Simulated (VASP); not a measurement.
# GaReSi (P4/nmm) in VASP: further runs

GaReSi is run at these levels: PBE; tasks: density of states, electric field gradients.

Everything below comes from runs of VASP 6.6.1. Logs are shortened: lines on timing, memory, paths and dates and some standing lists are left out, and cuts for length are marked.

### Step 1. The cell of the first run

It takes space group P4/nmm (No. 129, tetragonal). The conventional cell has a = 3.194 Å, b = 3.194 Å, c = 8.054 Å, α = 90.00°, β = 90.00°, γ = 90.00°. Within 3.5 Å of Ga (site symmetry 4mm) lie 8 Ga at 2.64 to 3.19 Å and 1 Si at 2.66 Å and 5 Re at 2.70 to 2.86 Å. Within 3.4 Å of Si (site symmetry 4mm) lie 5 Re at 2.54 to 2.55 Å and 8 Si at 2.64 to 3.19 Å and 1 Ga at 2.66 Å. Re (site symmetry 4mm) has 5 Si at 2.54 to 2.55 Å and 5 Ga at 2.70 to 2.86 Å and 4 Re at 3.19 Å within 3.4 Å.

### Step 2. Density of states, PBE

POSCAR

```
GaReSi
1.0
    3.1942000000      0.0000000000      0.0000000000
    0.0000000000      3.1942000000      0.0000000000
    0.0000000000      0.0000000000      8.0540000000
Ga Si Re
2 2 2
Direct
    0.5000000000      0.0000000000      0.9146000000
    0.0000000000      0.5000000000      0.0854000000
    0.0000000000      0.5000000000      0.4152000000
    0.5000000000      0.0000000000      0.5848000000
    0.0000000000      0.5000000000      0.7306300000
    0.5000000000      0.0000000000      0.2693700000
```

INCAR.step1

```
PREC = Accurate
ENCUT = 520
EDIFF = 1E-6
ISMEAR = -1
SIGMA = 0.05
LREAL = F
LASPH = T
NELM = 100
ALGO = Normal
ISIF = 2
LWAVE = F
LCHARG = T
LMAXMIX = 4
GGA = PE
NBANDS = 33
```

KPOINTS.step1

```
regular mesh
0
Gamma
  9 9 4
```

INCAR.step2

```
PREC = Accurate
ENCUT = 520
EDIFF = 1E-6
ISMEAR = -5
SIGMA = 0.05
LREAL = F
LASPH = T
NELM = 100
ALGO = Normal
ISIF = 2
LWAVE = F
LCHARG = F
LMAXMIX = 4
GGA = PE
LORBIT = 11
NBANDS = 33
NEDOS = 2001
ICHARG = 11
```

KPOINTS.step2

```
regular mesh
0
Gamma
  14 14 6
```

Potentials or basis: VASP PAW PBE potentials, release 64 (Ga_d, Si, Re).

Command:

```bash
> cat potpaw_PBE.64/Ga_d/POTCAR potpaw_PBE.64/Si/POTCAR potpaw_PBE.64/Re/POTCAR > POTCAR
> cp INCAR.step1 INCAR
> cp KPOINTS.step1 KPOINTS
> mpirun -np 1 vasp_std > vasp.out
> cp INCAR.step2 INCAR
> cp KPOINTS.step2 KPOINTS
> mpirun -np 1 vasp_std > vasp.out
```

OUTCAR:

```text
PREC = Accurate
   ENCUT = 520
   EDIFF = 1E-6
   ISMEAR = -5
   LREAL = F
   LASPH = T
   NELM = 100
   ISIF = 2
   GGA = PE
   LORBIT = 11
   ICHARG = 11

 ion  position               nearest neighbor table
   1  0.500  0.000  0.915-   2 2.64   2 2.64   2 2.64   2 2.64   4 2.66   5 2.70   5 2.70   5 2.70
                             5 2.70   6 2.86
   2  0.000  0.500  0.085-   1 2.64   1 2.64   1 2.64   1 2.64   3 2.66   6 2.70   6 2.70   6 2.70
                             6 2.70   5 2.86
   3  0.000  0.500  0.415-   5 2.54   6 2.55   6 2.55   6 2.55   6 2.55   4 2.64   4 2.64   4 2.64
                             4 2.64   2 2.66
   4  0.500  0.000  0.585-   6 2.54   5 2.55   5 2.55   5 2.55   5 2.55   3 2.64   3 2.64   3 2.64
                             3 2.64   1 2.66
   5  0.000  0.500  0.731-   3 2.54   4 2.55   4 2.55   4 2.55   4 2.55   1 2.70   1 2.70   1 2.70
                             1 2.70   2 2.86
   6  0.500  0.000  0.269-   4 2.54   3 2.55   3 2.55   3 2.55   3 2.55   2 2.70   2 2.70   2 2.70
                             2 2.70   1 2.86

  LATTYP: Found a simple tetragonal cell.
 ALAT       =     3.1942000000
 C/A-ratio  =     2.5214451193

  Lattice vectors:

 A1 = (   3.1942000000,   0.0000000000,   0.0000000000)
 A2 = (   0.0000000000,   3.1942000000,   0.0000000000)
 A3 = (   0.0000000000,   0.0000000000,   8.0540000000)

Analysis of symmetry for initial positions (statically):
=====================================================================
 Subroutine PRICEL returns:
 Original cell was already a primitive cell.

 Routine SETGRP: Setting up the symmetry group for a
 simple tetragonal supercell.

 Subroutine GETGRP returns: Found 16 space group operations
 (whereof  8 operations were pure point group operations)
 out of a pool of 16 trial point group operations.

The static configuration has the point symmetry D_2d.
 The point group associated with its full space group is D_4h.

Analysis of symmetry for dynamics (positions and initial velocities):
=====================================================================
 Subroutine PRICEL returns:
 Original cell was already a primitive cell.

 Routine SETGRP: Setting up the symmetry group for a
 simple tetragonal supercell.

 Subroutine GETGRP returns: Found 16 space group operations
 (whereof  8 operations were pure point group operations)
 out of a pool of 16 trial point group operations.

The dynamic configuration has the point symmetry D_2d.
[... 116 lines left out ...]
   ISIF   =      2    stress and relaxation
   ISYM   =      2    0-nonsym 1-usesym 2-fastsym
   POTIM  = 0.5000    time-step for ionic-motion
   TEBEG  =    0.0;   TEEND  =   0.0 temperature during run
   PSTRESS=    0.0 pullay stress
   NELECT =      48.0000    total number of electrons
   NUPDOWN=      -1.0000    fix difference up-down
   EMIN   =  10.00;   EMAX   =-10.00  energy-range for DOS
   EFERMI =   0.00;   METHOD = LEGACY
   ISMEAR =    -5;   SIGMA  =   0.05  broadening in eV -4-tet -1-fermi 0-gaus
   EFERMI_NEDOS =   21; number of points for ismear=-14 and -15
   IALGO  =     38    algorithm
   IMIX   =      4    mixing-type and parameters
     AMIX     =   0.40;   BMIX     =  1.00
     AMIX_MAG =   1.60;   BMIX_MAG =  1.00
  volume/ion in A,a.u.               =      13.70        92.42
  Fermi-wavevector in a.u.,A,eV,Ry     =   1.368495  2.586081 25.480709  1.872779
  Thomas-Fermi vector in A             =   2.494454
   LORBIT       =     11    0 simple, 1 ext, 2 COOP (PROOUT), +10 PAW based schemes
   GGA     = PE    functional components
   LHFCALC =     F    Hartree Fock is set to
   AEXX    =    0.0000 exact exchange contribution
   IVDW    =     0    specifies the selected vdW correction
   LEPSILON=     F    determine dielectric tensor
   LRPA    =     F    only Hartree local field effects (RPA)
 non-spin polarized calculation
 Fermi weights with tetrahedron method with Bloechl corrections
  energy-cutoff  :      520.00
  volume of cell :       82.17
 maximum number of plane-waves:      2264
 NGX is ok and might be reduce to    24

 number of electron      47.9999999 magnetization

 Free energy of the ion-electron system (eV)
  ---------------------------------------------------
  ext. energy  EPLUGINS =         0.00000000
  ---------------------------------------------------
  free energy    TOTEN  =       -43.26373770 eV

  energy without entropy =      -43.26373770  energy(sigma->0) =      -43.26373770

 E-fermi :   9.4315     XC(G=0): -12.7593

 val. band max:        9.4223614619   @ k =   0.0000   0.0000   0.5000
 cond. band min:       9.5936166136   @ k =   0.2143   0.0000   0.0000
 fundamental gap:      0.1712551517
 Fermi energy:         9.4315464306

 k-point     1 :       0.0000    0.0000    0.0000
  band No.  band energies     occupation
      1      -5.7895      2.00000
      2      -5.7040      2.00000
      3      -5.6503      2.00000
      4      -5.5923      2.00000
      5      -5.5923      2.00000
      6      -5.4496      2.00000
[... 853 lines left out ...]
     32      14.7768      0.00000
     33      15.1877      0.00000

 [... further k-points ...]
[... 5 lines left out ...]
  --------------------------------------------------------------------------------------
  -------------------------------------------------------------------------------------
  Total        1.9318490      1.9318490      2.0226896      0.0000000      0.0000000      0.0000000
  in kB       37.6658640     37.6658640     39.4370098      0.0000000      0.0000000      0.0000000
  external PRESSURE =      38.2562459 kB  Pullay stress =       0.0000000 kB

 VOLUME and BASIS-vectors are now :
 -----------------------------------------------------------------------------
  energy-cutoff  :      520.00
  volume of cell :       82.17
      direct lattice vectors                 reciprocal lattice vectors
     3.194200000  0.000000000  0.000000000     0.313067435  0.000000000  0.000000000
     0.000000000  3.194200000  0.000000000     0.000000000  0.313067435  0.000000000
     0.000000000  0.000000000  8.054000000     0.000000000  0.000000000  0.124161907

 POSITION                                       TOTAL-FORCE (eV/Angst)
 -----------------------------------------------------------------------------------
      1.59710      0.00000      7.36619        -0.000000      0.000000      0.020235
      0.00000      1.59710      0.68781         0.000000      0.000000     -0.020235
      0.00000      1.59710      3.34402        -0.000000      0.000000      0.035321
      1.59710      0.00000      4.70998         0.000000     -0.000000     -0.035321
      0.00000      1.59710      5.88449        -0.000000      0.000000     -0.166518
      1.59710      0.00000      2.16951        -0.000000      0.000000      0.166518
 -----------------------------------------------------------------------------------
    total drift:                                0.000000      0.000000      0.000000

  FREE ENERGIE OF THE ION-ELECTRON SYSTEM (eV)
  ---------------------------------------------------
  free  energy   TOTEN  =       -43.2637376957 eV

  energy  without entropy=      -43.2637376957  energy(sigma->0) =      -43.26373770

 total charge

# of ion       s       p       d       tot
------------------------------------------
    1        0.884   0.856  10.045  11.785
    2        0.884   0.856  10.045  11.785
    3        0.725   0.894   0.000   1.619
    4        0.725   0.894   0.000   1.619
    5        0.506   0.577   5.059   6.142
    6        0.506   0.577   5.059   6.142
--------------------------------------------------
tot          4.232   4.652  30.208  39.092
```

OUTCAR.step1:

```text
PREC = Accurate
   ENCUT = 520
   EDIFF = 1E-6
   ISMEAR = -1
   LREAL = F
   LASPH = T
[... 1108 lines left out ...]
      0.00000      1.59710      3.34402         0.000000      0.000000      0.040305
      1.59710      0.00000      4.70998         0.000000     -0.000000     -0.040305
      0.00000      1.59710      5.88449         0.000000     -0.000000     -0.165645
      1.59710      0.00000      2.16951         0.000000     -0.000000      0.165645
 -----------------------------------------------------------------------------------
    total drift:                                0.000000      0.000000      0.000000

  FREE ENERGIE OF THE ION-ELECTRON SYSTEM (eV)
  ---------------------------------------------------
  free  energy   TOTEN  =       -43.2627052795 eV

  energy  without entropy=      -43.2612955224  energy(sigma->0) =      -43.26200040
```

OSZICAR.step1:

```text
N       E                     dE             d eps       ncg     rms          rms(c)
DAV:   1     0.351226070660E+03    0.35123E+03   -0.21566E+04  5056   0.232E+03
DAV:   2     0.159259668406E+00   -0.35107E+03   -0.32686E+03  5189   0.802E+02
DAV:   3    -0.434122391380E+02   -0.43571E+02   -0.42111E+02  5007   0.203E+02
DAV:   4    -0.450545526011E+02   -0.16423E+01   -0.16189E+01  5116   0.414E+01
DAV:   5    -0.450975435499E+02   -0.42991E-01   -0.42787E-01  5028   0.861E+00    0.451E+01
DAV:   6    -0.435646362302E+02    0.15329E+01   -0.51177E+00  5492   0.361E+01    0.119E+01
DAV:   7    -0.433300020484E+02    0.23463E+00   -0.73361E-01  5572   0.106E+01    0.870E+00
DAV:   8    -0.432637365295E+02    0.66266E-01   -0.12607E-01  5452   0.525E+00    0.535E-01
DAV:   9    -0.432631599890E+02    0.57654E-03   -0.81375E-03  5236   0.938E-01    0.347E-01
DAV:  10    -0.432628307986E+02    0.32919E-03   -0.19223E-03  5260   0.412E-01    0.109E-01
DAV:  11    -0.432627042789E+02    0.12652E-03   -0.35567E-04  5500   0.309E-01    0.446E-02
DAV:  12    -0.432627065835E+02   -0.23047E-05   -0.26926E-05  4524   0.428E-02    0.139E-02
DAV:  13    -0.432627054431E+02    0.11404E-05   -0.32377E-06  3700   0.180E-02    0.460E-03
DAV:  14    -0.432627052795E+02    0.16362E-06   -0.45771E-07  2500   0.159E-02
   1 F= -.43262705E+02 E0= -.43262000E+02  d E =-.140976E-02
```

It took 2.2 min on 1 thread of Intel Xeon 6975P-C (Granite Rapids), shared host; peak memory 0.45 GiB.

What came out:

* Valence electrons inside the program's atomic spheres: Ga 11.79; Si 1.62; Re 6.14

Caveat: spin-orbit coupling is left out, which moves the levels of the heavy elements.

### Step 3. Electric field gradients, PBE

INCAR

```
SYSTEM = GaReSi
PREC = Accurate
ENCUT = 520
EDIFF = 1E-8
ISMEAR = -1
SIGMA = 0.05
LREAL = .FALSE.
LASPH = .TRUE.
NELM = 100
ALGO = Normal
ISIF = 2
LWAVE = .FALSE.
LCHARG = .FALSE.
GGA = PE
LEFG = .TRUE.
NBANDS = 33
```

KPOINTS

```
regular mesh
0
G
  9 9 4
  0 0 0
```

POSCAR is that of step 2.

Potentials or basis: VASP PAW PBE potentials, release 64 (Ga_d, Si, Re).

Command:

```bash
> cat potpaw_PBE.64/Ga_d/POTCAR potpaw_PBE.64/Si/POTCAR potpaw_PBE.64/Re/POTCAR > POTCAR
> mpirun -np 1 vasp_std > vasp.out
```

OUTCAR:

```text
SYSTEM = GaReSi
   PREC = Accurate
   ENCUT = 520
   EDIFF = 1E-8
   ISMEAR = -1
   LREAL = .FALSE.
   LASPH = .TRUE.
   NELM = 100
   ISIF = 2
   GGA = PE

 ion  position               nearest neighbor table
   1  0.500  0.000  0.915-   2 2.64   2 2.64   2 2.64   2 2.64   4 2.66   5 2.70   5 2.70   5 2.70
                             5 2.70   6 2.86
   2  0.000  0.500  0.085-   1 2.64   1 2.64   1 2.64   1 2.64   3 2.66   6 2.70   6 2.70   6 2.70
                             6 2.70   5 2.86
   3  0.000  0.500  0.415-   5 2.54   6 2.55   6 2.55   6 2.55   6 2.55   4 2.64   4 2.64   4 2.64
                             4 2.64   2 2.66
   4  0.500  0.000  0.585-   6 2.54   5 2.55   5 2.55   5 2.55   5 2.55   3 2.64   3 2.64   3 2.64
                             3 2.64   1 2.66
   5  0.000  0.500  0.731-   3 2.54   4 2.55   4 2.55   4 2.55   4 2.55   1 2.70   1 2.70   1 2.70
[... 1116 lines left out ...]
   6      84.609    84.609  -169.219    -0.000     0.000     0.000
---------------------------------------------------------------------

 Electric field gradients after diagonalization (V/A^2)
 (convention: |V_zz| > |V_xx| > |V_yy|)
----------------------------------------------------------------------
 ion       V_xx      V_yy      V_zz     asymmetry (V_yy - V_xx)/ V_zz
----------------------------------------------------------------------
   1      14.223    14.223   -28.446       0.000
   2      14.223    14.223   -28.446       0.000
   3       7.745     7.745   -15.489       0.000
   4       7.745     7.745   -15.489       0.000
   5      84.609    84.609  -169.219       0.000
   6      84.609    84.609  -169.219       0.000
----------------------------------------------------------------------

           NMR quadrupolar parameters

 Cq : quadrupolar parameter    Cq=e*Q*V_zz/h
 eta: asymmetry parameters     (V_yy - V_xx)/ V_zz
 Q  : nuclear electric quadrupole moment in mb (millibarn)
----------------------------------------------------------------------
 ion       Cq(MHz)       eta       Q (mb)
----------------------------------------------------------------------
   1      -0.069       0.000       1.000
   2      -0.069       0.000       1.000
   3      -0.037       0.000       1.000
   4      -0.037       0.000       1.000
   5      -0.409       0.000       1.000
   6      -0.409       0.000       1.000
----------------------------------------------------------------------
```

It took 56 s on 1 thread of Intel Xeon 6975P-C (Granite Rapids), shared host; peak memory 0.25 GiB.

Results:

```yaml
Free_energy: -43.2627 eV
Pressure: 3.8 GPa
Largest_force: 0.166 eV/Å
Band_gap_on_the_k_mesh: 0.17 eV, indirect (least direct gap 0.87 eV)
```

Forces in eV/Å, atoms in the order of the input:
```
Ga   0.000  0.000  0.024
Ga   0.000  0.000 -0.024
Si   0.000  0.000  0.041
Si   0.000  0.000 -0.041
Re   0.000  0.000 -0.166
Re   0.000  0.000  0.166
```

Levels at points of the mesh, in eV from the valence-band top:
```csv
k point,band 20,band 21,band 22,band 23,band 24,band 25,band 26,band 27,band 28,band 29
"(0.00, 0.00, 0.00)",-2.15,-0.92,-0.92,-0.10,0.00,0.87,0.87,3.34,4.03,4.40
"(0.00, 0.00, 0.50)",-2.00,-1.42,-1.42,-0.10,0.00,1.79,2.34,2.34,2.60,2.60
```

Electric field gradients, principal values (V/Å²):
```
atom   least  middle  greatest (by size)
1 Ga  14.223  14.223             -28.446
2 Ga  14.223  14.223             -28.446
3 Si   7.745   7.745             -15.489
4 Si   7.745   7.745             -15.489
5 Re  84.609  84.609            -169.219
6 Re  84.609  84.609            -169.219
```

Caveat: without QUAD_EFG the Cq values of the log hold for a quadrupole moment of 1 mb, not for the nuclei; spin-orbit coupling is left out, which moves the levels of the heavy elements.
